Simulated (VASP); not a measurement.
# Nb in VASP: notebook

Nb is run at these levels: LDA; tasks: single point.

All numbers are computed with VASP 6.6.1; they aren't measurements. Logs are shortened: lines on timing, memory, paths and dates and some standing lists are left out, and cuts for length are marked.

### Step 1. The cell of the first run

The cell holds a slab with vacuum, 3 atoms: a = 2.882 Å, b = 2.882 Å, c = 20.706 Å, α = 90.00°, β = 90.00°, γ = 109.47°.

### Step 2. Single point, LDA

The input, INCAR:

```
SYSTEM = Nb
PREC = Accurate ; ENCUT = 520
EDIFF = 1E-7 ; ISMEAR = -1
SIGMA = 0.15 ; LREAL = .False.
LASPH = .True. ; NELM = 80
ALGO = Normal ; ISIF = 2
LWAVE = .False. ; LCHARG = .False.
LDIPOL = .True. ; IDIPOL = 3
DIPOL = 0.5 0.5 0.500 ; NBANDS = 26
```

The input, KPOINTS:

```
regular mesh
0
Gamma
  6 6 1
  0 0 0
```

The input, POSCAR:

```
Nb
1.0
    2.8820460000      0.0000000000      0.0000000000
   -0.9606819699      2.7172190377      0.0000000000
    0.0000000000      0.0000000000     20.7063615023
Nb
3
Direct
    0.0000000000      0.0000000000      0.3863546958
    0.5000000235      0.5000000235      0.5000000000
    0.0000000470      0.0000000470      0.6136453042
```

Potentials or basis: VASP PAW LDA potentials, release 64 (Nb_sv).

Started as:

```sh
$ cat potpaw_LDA.64/Nb_sv/POTCAR > POTCAR
$ mpirun -np 1 vasp_std > vasp.out
```

OUTCAR:

```text
SYSTEM = Nb
   PREC = Accurate
   ENCUT = 520
   EDIFF = 1E-7
   ISMEAR = -1
   LREAL = .False.
   LASPH = .True.
   NELM = 80
   ISIF = 2

 ion  position               nearest neighbor table
   1  0.000  0.000  0.386-   2 2.88   2 2.88
   2  0.500  0.500  0.500-   1 2.88   3 2.88   3 2.88   1 2.88
   3  0.000  0.000  0.614-   2 2.88   2 2.88

  LATTYP: Found a base centered orthorhombic cell.
 ALAT       =     3.3279000939
 B/A-ratio  =     1.4142135458
 C/A-ratio  =     6.2220502173

  Lattice vectors:

 A1 = (   2.8820460000,   0.0000000000,   0.0000000000)
 A2 = (  -0.9606819699,   2.7172190377,   0.0000000000)
 A3 = (   0.0000000000,   0.0000000000,  20.7063615023)

Analysis of symmetry for initial positions (statically):
=====================================================================
 Subroutine PRICEL returns:
 Original cell was already a primitive cell.

 Routine SETGRP: Setting up the symmetry group for a
 base centered orthorhombic supercell.

 Subroutine GETGRP returns: Found  8 space group operations
 (whereof  8 operations were pure point group operations)
 out of a pool of  8 trial point group operations.

The static configuration has the point symmetry D_2h.

Analysis of symmetry for dynamics (positions and initial velocities):
=====================================================================
 Subroutine PRICEL returns:
 Original cell was already a primitive cell.

 Routine SETGRP: Setting up the symmetry group for a
 base centered orthorhombic supercell.

 Subroutine GETGRP returns: Found  8 space group operations
 (whereof  8 operations were pure point group operations)
 out of a pool of  8 trial point group operations.

The dynamic configuration has the point symmetry D_2h.

 Subroutine INISYM returns: Found  8 space group operations
 (whereof  8 operations are pure point group operations),
 and found     1 'primitive' translations

----------------------------------------------------------------------------------------

                                     Primitive cell

  volume of cell :     162.1546

  direct lattice vectors                    reciprocal lattice vectors
     2.882046000  0.000000000  0.000000000     0.346975725  0.122674440  0.000000000
    -0.960681970  2.717219038  0.000000000     0.000000000  0.368023331  0.000000000
     0.000000000  0.000000000 20.706361502     0.000000000  0.000000000  0.048294337

  length of vectors
[... 75 lines left out ...]
   NSW    =      0    number of steps for IOM
   IBRION =     -1    ionic relax: 0-MD 1-quasi-New 2-CG
   NFREE  =      0    steps in history (QN), initial steepest desc. (CG)
   ISIF   =      2    stress and relaxation
   ISYM   =      2    0-nonsym 1-usesym 2-fastsym
   POTIM  = 0.5000    time-step for ionic-motion
   TEBEG  =    0.0;   TEEND  =   0.0 temperature during run
   PSTRESS=    0.0 pullay stress
   NELECT =      39.0000    total number of electrons
   NUPDOWN=      -1.0000    fix difference up-down
   EMIN   =  10.00;   EMAX   =-10.00  energy-range for DOS
   EFERMI =   0.00;   METHOD = LEGACY
   ISMEAR =    -1;   SIGMA  =   0.15  broadening in eV -4-tet -1-fermi 0-gaus
   EFERMI_NEDOS =   21; number of points for ismear=-14 and -15
   IALGO  =     38    algorithm
   IMIX   =      4    mixing-type and parameters
     AMIX     =   0.40;   BMIX     =  1.00
     AMIX_MAG =   1.60;   BMIX_MAG =  1.00
  volume/ion in A,a.u.               =      54.05       364.76
  Fermi-wavevector in a.u.,A,eV,Ry     =   1.018091  1.923913 14.102564  1.036509
  Thomas-Fermi vector in A             =   2.151529
   LORBIT       =      0    0 simple, 1 ext, 2 COOP (PROOUT), +10 PAW based schemes
   GGA     = CA    functional components
   LHFCALC =     F    Hartree Fock is set to
   AEXX    =    0.0000 exact exchange contribution
   IVDW    =     0    specifies the selected vdW correction
   LEPSILON=     F    determine dielectric tensor
   LRPA    =     F    only Hartree local field effects (RPA)
 non-spin polarized calculation
  energy-cutoff  :      520.00
  volume of cell :      162.15
 maximum number of plane-waves:      4407
 NGX is ok and might be reduce to    24
   NGX = 11   NGY = 11   NGZ = 77

 dipolmoment           0.000000      0.000000      0.000000 electrons x Angstroem

 number of electron      38.9999998 magnetization

 dipolmoment           0.000000      0.000000     -0.000000 electrons x Angstroem

 Free energy of the ion-electron system (eV)
  ---------------------------------------------------
  ext. energy  EPLUGINS =         0.00000000
  ---------------------------------------------------
  free energy    TOTEN  =       -31.27115202 eV

  energy without entropy =      -30.95593098  energy(sigma->0) =      -31.11354150

 E-fermi :   0.7410     XC(G=0):  -5.3728

 val. band max:        0.7377937241   @ k =   0.5000   0.0000   0.0000
 cond. band min:       0.7680591593   @ k =   0.3333   0.1667   0.0000
 fundamental gap:      0.0302654352
 Fermi energy:         0.7410092507

 k-point     1 :       0.0000    0.0000    0.0000
  band No.  band energies     occupation
      1     -53.6919      2.00000
      2     -53.6701      2.00000
      3     -53.3840      2.00000
      4     -30.2936      2.00000
      5     -29.9727      2.00000
      6     -29.5098      2.00000
[... 366 lines left out ...]
     25       4.2965      0.00000
     26       6.1153      0.00000

------------------------ aborting loop because EDIFF is reached ----------------------------------------

 vacuum level on the upper side and lower side of the slab       (xc-potential included)        -0.152        -0.152

  FORCE on cell =-STRESS in cart. coord.  units (eV):
  Direction    XX          YY          ZZ          XY          YZ          ZX
  --------------------------------------------------------------------------------------
  -------------------------------------------------------------------------------------
  Total       -8.5374683     -8.0904268     -4.5583415      0.6322121      0.0000000      0.0000000
  in kB      -84.3549040    -79.9378874    -45.0389327      6.2466050      0.0000000      0.0000000
  external PRESSURE =     -69.7772414 kB  Pullay stress =       0.0000000 kB

 VOLUME and BASIS-vectors are now :
 -----------------------------------------------------------------------------
  energy-cutoff  :      520.00
  volume of cell :      162.15
      direct lattice vectors                 reciprocal lattice vectors
     2.882046000  0.000000000  0.000000000     0.346975725  0.122674440  0.000000000
    -0.960681970  2.717219038  0.000000000     0.000000000  0.368023331  0.000000000
     0.000000000  0.000000000 20.706361502     0.000000000  0.000000000  0.048294337

 POSITION                                       TOTAL-FORCE (eV/Angst)
 -----------------------------------------------------------------------------------
      0.00000      0.00000      8.00000        -0.000000     -0.000000      0.960432
      0.96068      1.35861     10.35318         0.000000      0.000000      0.000000
      0.00000      0.00000     12.70636         0.000000      0.000000     -0.960432
 -----------------------------------------------------------------------------------
    total drift:                               -0.000253     -0.000358      0.000000

  FREE ENERGIE OF THE ION-ELECTRON SYSTEM (eV)
  ---------------------------------------------------
  free  energy   TOTEN  =       -31.2711520168 eV

  energy  without entropy=      -30.9559309814  energy(sigma->0) =      -31.11354150

 vacuum level on the upper side and lower side of the slab         5.379         5.379
```

OSZICAR:

```text
N       E                     dE             d eps       ncg     rms          rms(c)
DAV:   1     0.416229386592E+03    0.41623E+03   -0.21376E+04   852   0.133E+03
DAV:   2     0.844535789333E+01   -0.40778E+03   -0.39713E+03   902   0.565E+02
DAV:   3    -0.311369874657E+02   -0.39582E+02   -0.39064E+02  1280   0.119E+02
DAV:   4    -0.340305274364E+02   -0.28935E+01   -0.28445E+01  1128   0.298E+01
[... 16 lines left out ...]
DAV:  21    -0.312711468943E+02   -0.84062E-05   -0.42981E-07   696   0.389E-03    0.185E-03
DAV:  22    -0.312711489026E+02   -0.20082E-05   -0.12232E-07   600   0.433E-03    0.585E-04
DAV:  23    -0.312711506460E+02   -0.17434E-05   -0.87370E-08   568   0.218E-03    0.368E-04
DAV:  24    -0.312711519374E+02   -0.12915E-05   -0.64696E-08   552   0.189E-03    0.191E-04
DAV:  25    -0.312711520168E+02   -0.79406E-07   -0.66401E-09   496   0.686E-04
   1 F= -.31271152E+02 E0= -.31113541E+02  d E =-.315221E+00
```

stdout:

```text
POSCAR found type information on POSCAR Nb
 POSCAR found :  1 types and       3 ions
 scaLAPACK will be used
 LDA part: xc-table for (Slater(with rela. corr.)+CA(PZ))
 , standard interpolation
 POSCAR, INCAR and KPOINTS ok, starting setup
 FFT: planning ... GRIDC
 FFT: planning ... GRID_SOFT
 FFT: planning ... GRID
 WAVECAR not read
 entering main loop
```

Wall time 44 s (1 thread of Intel Xeon 6975P-C (Granite Rapids), shared host); peak memory 0.23 GiB.

Results:

| Quantity | Value |
| --- | --- |
| Free energy | -31.2712 eV |
| Largest force | 0.960 eV/Å |
| Band gap on the k mesh | zero (an odd number of electrons rules out a gap without spin polarisation) |

Forces on the atoms (eV/Å):
```
Nb   0.000  0.000  0.960
Nb   0.000  0.000  0.000
Nb   0.000  0.000 -0.960
```

Levels at points of the mesh, in eV from the Fermi level:
| k point | band 17 | band 18 | band 19 | band 20 | band 21 | band 22 | band 23 | band 24 |
| --- | --- | --- | --- | --- | --- | --- | --- | --- |
| (0.00, 0.00, 0.00) | -0.97 | -0.59 | -0.22 | -0.17 | 0.18 | 0.81 | 1.33 | 2.44 |
| (0.50, 0.00, 0.00) | -1.60 | -1.49 | 0.00 | 0.79 | 2.09 | 2.28 | 2.66 | 2.87 |
| (0.50, 0.50, 0.00) | -1.58 | -1.08 | 0.81 | 0.99 | 1.64 | 2.15 | 3.03 | 3.46 |

Caveat: the k points lie up to 0.39 Å⁻¹ apart, too coarse for converged energies and pressures of a metal.

### Step 3. Single point, LDA

The input, INCAR:

```
SYSTEM = Nb
PREC = Accurate ; ENCUT = 520
EDIFF = 1E-6 ; ISMEAR = -1
SIGMA = 0.15 ; LREAL = .False.
LASPH = .True. ; NELM = 80
ALGO = Normal ; ISIF = 2
LWAVE = .False. ; LCHARG = .True.
LDIPOL = .True. ; IDIPOL = 3
DIPOL = 0.5 0.5 0.500 ; LELF = .True.
LVHAR = .True. ; LVACPOTAV = .True.
EFIELD = -0.1 ; NBANDS = 26
```

KPOINTS is that of step 2.

POSCAR is that of step 2.

Potentials or basis: VASP PAW LDA potentials, release 64 (Nb_sv).

Started as:

```sh
$ cat potpaw_LDA.64/Nb_sv/POTCAR > POTCAR
$ mpirun -np 1 vasp_std > vasp.out
```

Run time: 50 s. Hardware: 1 thread of Intel Xeon 6975P-C (Granite Rapids), shared host; peak memory 0.23 GiB.

It converged, with:

```yaml
Free_energy: -31.2731 eV
Largest_force: 0.962 eV/Å
Band_gap_on_the_k_mesh: zero (an odd number of electrons rules out a gap without spin polarisation)
```

Forces in eV/Å, atoms in the order of the input:
```
Nb   0.000  0.000  0.958
Nb   0.000  0.000  0.004
Nb   0.000  0.000 -0.962
```

Levels at points of the mesh, in eV from the Fermi level:
```
           k point  band 18  band 19  band 20  band 21  band 22  band 23
(0.00, 0.00, 0.00)    -0.59    -0.22    -0.17     0.18     0.81     1.33
(0.50, 0.00, 0.00)    -1.49     0.00     0.79     2.09     2.28     2.66
(0.50, 0.50, 0.00)    -1.08     0.81     0.99     1.64     2.15     3.03
```

Caveat: the k points lie up to 0.39 Å⁻¹ apart, too coarse for converged energies and pressures of a metal.

### Step 4. Single point, LDA

The input, INCAR:

```
PREC = Accurate ; ENCUT = 520
EDIFF = 1E-7 ; ISMEAR = -1
SIGMA = 0.15 ; LREAL = F
LASPH = T ; NELM = 60
ALGO = Normal ; ISIF = 2
LWAVE = F ; LCHARG = F
LDIPOL = T ; IDIPOL = 3
DIPOL = 0.5 0.5 0.500 ; GGA = CA
EFIELD = -0.2 ; NBANDS = 26
```

The input, KPOINTS:

```
Automatic mesh
0
Gamma
  6 6 1
```

POSCAR is that of step 3.

Potentials or basis: VASP PAW LDA potentials, release 64 (Nb_sv).

Started as:

```sh
$ cat potpaw_LDA.64/Nb_sv/POTCAR > POTCAR
$ mpirun -np 1 vasp_std > vasp.out
```

OUTCAR:

```text
PREC = Accurate
   ENCUT = 520
   EDIFF = 1E-7
   ISMEAR = -1
   LREAL = F
   LASPH = T
   NELM = 60
   ISIF = 2
   GGA = CA

 ion  position               nearest neighbor table
   1  0.000  0.000  0.386-   2 2.88   2 2.88
   2  0.500  0.500  0.500-   1 2.88   3 2.88   3 2.88   1 2.88
   3  0.000  0.000  0.614-   2 2.88   2 2.88

  LATTYP: Found a base centered orthorhombic cell.
 ALAT       =     3.3279000939
 B/A-ratio  =     1.4142135458
 C/A-ratio  =     6.2220502173

  Lattice vectors:

 A1 = (   2.8820460000,   0.0000000000,   0.0000000000)
 A2 = (  -0.9606819699,   2.7172190377,   0.0000000000)
 A3 = (   0.0000000000,   0.0000000000,  20.7063615023)

Analysis of symmetry for initial positions (statically):
=====================================================================
 Subroutine PRICEL returns:
 Original cell was already a primitive cell.

 Routine SETGRP: Setting up the symmetry group for a
 base centered orthorhombic supercell.

 Subroutine GETGRP returns: Found  8 space group operations
 (whereof  8 operations were pure point group operations)
[... 162 lines left out ...]
 cond. band min:       0.7649477473   @ k =   0.3333   0.1667   0.0000
 fundamental gap:      0.0302636807
 Fermi energy:         0.7379080589

 k-point     1 :       0.0000    0.0000    0.0000
  band No.  band energies     occupation
      1     -53.6953      2.00000
      2     -53.6733      2.00000
      3     -53.3871      2.00000
      4     -30.2968      2.00000
      5     -29.9760      2.00000
      6     -29.5130      2.00000
[... 366 lines left out ...]
     25       4.2934      0.00000
     26       6.0689      0.00000

------------------------ aborting loop because EDIFF is reached ----------------------------------------

 vacuum level on the upper side and lower side of the slab       (xc-potential included)         1.133        -1.206

  FORCE on cell =-STRESS in cart. coord.  units (eV):
  Direction    XX          YY          ZZ          XY          YZ          ZX
  --------------------------------------------------------------------------------------
  -------------------------------------------------------------------------------------
  Total       -8.5331146     -8.0858789     -4.5657977      0.6324869      0.0000000      0.0000000
  in kB      -84.3118875    -79.8929512    -45.1126040      6.2493200      0.0000000      0.0000000
  external PRESSURE =     -69.7724809 kB  Pullay stress =       0.0000000 kB

 VOLUME and BASIS-vectors are now :
 -----------------------------------------------------------------------------
  energy-cutoff  :      520.00
  volume of cell :      162.15
      direct lattice vectors                 reciprocal lattice vectors
     2.882046000  0.000000000  0.000000000     0.346975725  0.122674440  0.000000000
    -0.960681970  2.717219038  0.000000000     0.000000000  0.368023331  0.000000000
     0.000000000  0.000000000 20.706361502     0.000000000  0.000000000  0.048294337

 POSITION                                       TOTAL-FORCE (eV/Angst)
 -----------------------------------------------------------------------------------
      0.00000      0.00000      8.00000         0.000000      0.000000      0.955376
      0.96068      1.35861     10.35318         0.000000      0.000000      0.007960
      0.00000      0.00000     12.70636        -0.000000      0.000000     -0.963337
 -----------------------------------------------------------------------------------
    total drift:                               -0.000253     -0.000358     -0.000130

  FREE ENERGIE OF THE ION-ELECTRON SYSTEM (eV)
  ---------------------------------------------------
  free  energy   TOTEN  =       -31.2789363822 eV

  energy  without entropy=      -30.9636943792  energy(sigma->0) =      -31.12131538

 vacuum level on the upper side and lower side of the slab         6.605         4.319
```

It took 64 s on 1 thread of Intel Xeon 6975P-C (Granite Rapids), shared host; peak memory 0.24 GiB.

Results:

```
Free energy            : -31.2789 eV
Largest force          : 0.963 eV/Å
Band gap on the k mesh : zero (an odd number of electrons rules out a gap without spin polarisation)
```

Forces on the atoms (eV/Å):
```
Nb   0.000  0.000  0.955
Nb   0.000  0.000  0.008
Nb   0.000  0.000 -0.963
```

Caveat: the k points lie up to 0.39 Å⁻¹ apart, too coarse for converged energies and pressures of a metal.

### Step 5. Single point, LDA

The input, INCAR:

```
PREC = Accurate
ENCUT = 520
EDIFF = 1E-7
ISMEAR = -1
SIGMA = 0.15
LREAL = False
LASPH = True
NELM = 60
ALGO = Normal
ISIF = 2
LWAVE = False
LCHARG = False
LDIPOL = True
IDIPOL = 3
DIPOL = 0.5 0.5 0.500
GGA = CA
EFIELD = -0.3
NBANDS = 26
```

The input, KPOINTS:

```
regular mesh
0
Gamma
  6 6 1
```

POSCAR is that of step 4.

Started as:

```sh
$ cat potpaw_LDA.64/Nb_sv/POTCAR > POTCAR
$ mpirun -np 1 vasp_std > vasp.out
```

Run time: 56 s. Hardware: 1 thread of Intel Xeon 6975P-C (Granite Rapids), shared host; peak memory 0.23 GiB.

The run converged. Its results:

```
Free energy            : -31.2887 eV
Largest force          : 0.964 eV/Å
Band gap on the k mesh : zero (an odd number of electrons rules out a gap without spin polarisation)
```

Forces on the atoms (eV/Å):
```
Nb   0.000  0.000  0.952
Nb   0.000  0.000  0.012
Nb   0.000  0.000 -0.964
```

Levels at points of the mesh, in eV from the Fermi level:
| k point | band 17 | band 18 | band 19 | band 20 | band 21 | band 22 | band 23 | band 24 |
| --- | --- | --- | --- | --- | --- | --- | --- | --- |
| (0.00, 0.00, 0.00) | -0.97 | -0.60 | -0.22 | -0.17 | 0.18 | 0.81 | 1.33 | 2.44 |
| (0.50, 0.00, 0.00) | -1.60 | -1.49 | 0.00 | 0.79 | 2.09 | 2.28 | 2.66 | 2.87 |
| (0.50, 0.50, 0.00) | -1.58 | -1.08 | 0.81 | 0.99 | 1.64 | 2.15 | 3.03 | 3.46 |

Caveat: the k points lie up to 0.39 Å⁻¹ apart, too coarse for converged energies and pressures of a metal.

### Step 6. Summary

| electric field (eV/Å) | gap on the mesh (eV) | largest force (eV/Å) |
| --- | --- | --- |
| - | none | 0.96 |
| -0.1 eV/Å | none | 0.96 |
| -0.2 eV/Å | none | 0.96 |
| -0.3 eV/Å | none | 0.96 |

Alike in all rows: task single point; level LDA; potentials or basis VASP PAW LDA potentials, release 64 (Nb_sv); no spin polarisation; cell as given; k mesh 6 × 6 × 1; cutoff (eV) 520; smearing fermi-dirac 0.15 eV.

Caveats: all runs use coarse meshes.

Total energies depend on the potentials used, so only differences within one code and one set of settings carry meaning.
